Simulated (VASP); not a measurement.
# Pd (Fm-3m) in VASP: a series of runs, part 2 of 2

VASP 6.6.1. Earlier steps stand in the parts before.

## Step 3: Relaxation of cell and atoms, PBE

This run uses another cell than the first one, of 15.44 Å³/atom, 1.008 times its volume.

File INCAR:

```
SYSTEM = Pd
  ALGO = Normal
  EDIFF = 1E-7
  EDIFFG = -0.005
  ENCUT = 600
  GGA = PE
  IBRION = 2
  ISIF = 3
  ISMEAR = 0
  LASPH = .True.
  LCHARG = .False.
  LREAL = .False.
  LWAVE = .False.
  NELM = 100
  NSW = 100
  PREC = Accurate
  SIGMA = 0.1
```

File KPOINTS:

```
k-points
0
Gamma
  18 18 18
  0 0 0
```

File POSCAR:

```
Pd
1.0
    0.0000000000      1.9762093443      1.9762093443
    1.9762093443      0.0000000000      1.9762093443
    1.9762093443      1.9762093443      0.0000000000
Pd
1
Direct
    0.0000000000      0.0000000000      0.0000000000
```

Potentials or basis: VASP PAW PBE potentials, release 64 (Pd).

Started as:

```
$ cat potpaw_PBE.64/Pd/POTCAR > POTCAR
$ mpirun -np 1 vasp_std > vasp.out
```

OUTCAR:

```text
SYSTEM = Pd
   EDIFF = 1E-7
   EDIFFG = -0.005
   ENCUT = 600
   GGA = PE
   IBRION = 2
   ISIF = 3
   ISMEAR = 0
   LASPH = .True.
   LREAL = .False.
   NELM = 100
   NSW = 100
   PREC = Accurate

 ion  position               nearest neighbor table
   1  0.000  0.000  0.000-

  LATTYP: Found a face centered cubic cell.
 ALAT       =     3.9524186886

  Lattice vectors:

 A1 = (   0.0000000000,   1.9762093443,   1.9762093443)
 A2 = (   1.9762093443,   0.0000000000,   1.9762093443)
 A3 = (   1.9762093443,   1.9762093443,   0.0000000000)

Analysis of symmetry for initial positions (statically):
=====================================================================
 Subroutine PRICEL returns:
 Original cell was already a primitive cell.

 Routine SETGRP: Setting up the symmetry group for a
 face centered cubic supercell.

 Subroutine GETGRP returns: Found 48 space group operations
 (whereof 48 operations were pure point group operations)
 out of a pool of 48 trial point group operations.

[... 167 lines left out ...]
  --------------------------------------------------------------------------------------
  -------------------------------------------------------------------------------------
  Total       -0.1551595     -0.1551595     -0.1551595     -0.0000000      0.0000000     -0.0000000
  in kB      -16.1049786    -16.1049786    -16.1049786     -0.0000000      0.0000000     -0.0000000
  external PRESSURE =     -16.1049786 kB  Pullay stress =       0.0000000 kB
[... 57 lines left out ...]
--------------------------------------- Ionic step        3  -------------------------------------------

 number of electron      10.0000000 magnetization

 Free energy of the ion-electron system (eV)
  ---------------------------------------------------
  ext. energy  EPLUGINS =         0.00000000
  ---------------------------------------------------
  free energy    TOTEN  =        -5.22622694 eV

  energy without entropy =       -5.21402856  energy(sigma->0) =       -5.22012775

 E-fermi :   9.1872     XC(G=0): -12.9637

 val. band max:        9.1859313885   @ k =  -0.4444   0.3889   0.1111
 cond. band min:       9.1933337433   @ k =  -0.3889   0.3889   0.0556
 fundamental gap:      0.0074023548
 Fermi energy:         9.1872379968

 k-point     1 :       0.0000    0.0000    0.0000
  band No.  band energies     occupation
      1       2.3261      2.00000
      2       6.5105      2.00000
      3       6.5105      2.00000
      4       6.5105      2.00000
      5       8.0299      2.00000
      6       8.0299      2.00000
      7      26.3622      0.00000
      8      30.9374      0.00000
      9      30.9374      0.00000
[... 265 lines left out ...]
 k-point    24 :      -0.2222    0.0556    0.0000
  band No.  band energies     occupation
      1       3.9996      2.00000
      2       6.3049      2.00000
      3       6.8198      2.00000
      4       6.8511      2.00000
      5       7.9212      2.00000
      6       8.4166      2.00000
      7      23.8254      0.00000
      8      27.3056      0.00000
      9      30.9748      0.00000

 [... further k-points ...]
[... 5 lines left out ...]
  --------------------------------------------------------------------------------------
  -------------------------------------------------------------------------------------
  Total        0.0009112      0.0009112      0.0009112      0.0000000      0.0000000      0.0000000
  in kB        0.0955156      0.0955156      0.0955156      0.0000000      0.0000000      0.0000000
  external PRESSURE =       0.0955156 kB  Pullay stress =       0.0000000 kB
[... 16 lines left out ...]
  FREE ENERGIE OF THE ION-ELECTRON SYSTEM (eV)
  ---------------------------------------------------
  free  energy   TOTEN  =        -5.2262269441 eV

  energy  without entropy=       -5.2140285566  energy(sigma->0) =       -5.22012775

 reached required accuracy - stopping structural energy minimisation
```

Wall time 27 s (1 thread of Intel Xeon Platinum 8488C (Sapphire Rapids), shared host); peak memory 0.17 GiB.

What came out:

```
Free energy                            : -5.2262 eV
Relaxed volume                         : 15.28 Å³/atom
Relaxed cell                           : a = 2.786 Å, b = 2.786 Å, c = 2.786 Å, α = 60.00°, β = 60.00°, γ = 60.00°
Space group after relaxing (to 0.05 Å) : Fm-3m (No. 225)
Energy gained by relaxing              : 0.8 meV/atom
Ionic steps                            : 3
Pressure after relaxing                : 0.0 GPa
Band gap on the k mesh                 : zero (band 5 reaches 9.46 eV, above the bottom of band 6 at 7.97 eV)
```

Step by step:
| step | energy change (eV) | largest force (eV/Å) | pressure (GPa) | volume (Å³) |
| --- | --- | --- | --- | --- |
| 1 | 0.0000 | 0.0000 | -1.61 | 15.44 |
| 2 | 0.0006 | 0.0000 | 2.25 | 15.09 |
| 3 | -0.0008 | 0.0000 | 0.01 | 15.28 |

Final structure:
```
Pd
1.0
     0.00000    1.96974    1.96974
     1.96974    0.00000    1.96974
     1.96974    1.96974    0.00000
Pd
1
Direct
  0.00000 0.00000 0.00000
```

Levels at points of the mesh, in eV from the Fermi level:
```csv
k point,band 2,band 3,band 4,band 5,band 6,band 7,band 8,band 9
"(0.00, 0.00, 0.00)",-2.68,-2.68,-2.68,-1.16,-1.16,17.17,21.75,21.75
"(0.50, 0.00, 0.00)",-2.72,-2.72,-0.02,-0.02,1.10,7.05,16.52,20.76
"(0.50, 0.50, 0.00)",-4.82,-0.05,0.27,0.27,3.36,10.41,13.02,13.02
```

## Step 4: Single point, PBE

This run uses another cell than the first one, of 15.44 Å³/atom, 1.008 times its volume.

File INCAR:

```
SYSTEM = Pd
PREC = Accurate
ENCUT = 500
EDIFF = 1E-6
ISMEAR = 0
SIGMA = 0.1
LREAL = .FALSE.
LASPH = .TRUE.
NELM = 120
ALGO = Normal
ISIF = 2
LWAVE = .FALSE.
LCHARG = .FALSE.
GGA = PE
NBANDS = 11
GGA_COMPAT = .FALSE.
```

File KPOINTS:

```
Automatic mesh
0
G
  8 8 8
  0 0 0
```

POSCAR is that of step 3.

Started as:

```
$ cat potpaw_PBE.64/Pd/POTCAR > POTCAR
$ mpirun -np 1 vasp_std > vasp.out
```

Run time: 4.7 s. Hardware: 1 thread of Intel Xeon 6975P-C, shared host; peak memory 0.12 GiB.

Results (log left out):

```
Free energy            : -5.2039 eV
Pressure               : -0.7 GPa
Band gap on the k mesh : zero (band 5 reaches 9.34 eV, above the bottom of band 6 at 7.86 eV)
```

Levels at points of the mesh, in eV from the Fermi level:
```
           k point  band 3  band 4  band 5  band 6  band 7  band 8
(0.00, 0.00, 0.00)   -2.70   -2.70   -1.21   -1.21   17.07   21.58
(0.50, 0.00, 0.00)   -2.75   -0.09   -0.09    1.02    6.89   16.40
(0.50, 0.50, 0.00)   -0.12    0.21    0.21    3.26   10.23   12.87
```

## Step 5: Summary

```csv
task,cell,k mesh,cutoff (eV),gap on the mesh (eV),pressure (GPa)
single point,"a = 2.788 Å, angles 60.0°, 1 atom",18 × 18 × 18,520,none,-0.3
relaxation of cell and atoms,"relaxed from a = 2.795 Å, angles 60.0°, 1 atom",18 × 18 × 18,600,none,0.0
single point,"a = 2.795 Å, angles 60.0°, 1 atom",8 × 8 × 8,500,none,-0.7
```

Alike in all rows: level PBE; potentials or basis VASP PAW PBE potentials, release 64 (Pd); no spin polarisation; smearing gaussian 0.1 eV.

Total energies depend on the potentials used, so only differences within one code and one set of settings carry meaning.
